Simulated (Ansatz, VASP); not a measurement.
Two plane-wave programs on Si2S

```
S Si
1.0
     1.74334    3.01955    0.00000
    -1.74334    3.01955    0.00000
     0.00000    0.00000    4.43019
S Si
1 2
Cartesian
  0.0000 0.0000 0.0000
  -0.0002 2.0131 1.1075
  0.0002 4.0260 3.3226
```

Alike in both runs: task single point; functional r2SCAN; k mesh 11 × 11 × 8; no spin polarisation.

```csv
,VASP,Ansatz
version,VASP 6.6.1,Ansatz 0.2.0
potentials or method,"VASP PAW PBE potentials, release 64 (S, Si), cutoff 520 eV",PAW plane waves
occupations,"fermi-dirac, width 0.1 eV",fermi-dirac
valence electrons in the cell,14,14
```

|  | VASP | Ansatz | Ansatz less VASP |
| --- | --- | --- | --- |
| pressure (GPa) | 14.0 | 13.9 | -0.01 |
| traceless stress, the component that is largest in VASP (GPa) | -9.65 | -9.63 | +0.025 |
| rms of the force components (eV/Å) | 1.473 | 1.470 | -0.0022 |

VASP's potentials were made for PBE, not for r2SCAN. Atom by atom the forces differ by 0.002 eV/Å (rms over components). Ansatz's warnings: structure snapped to symmetry.
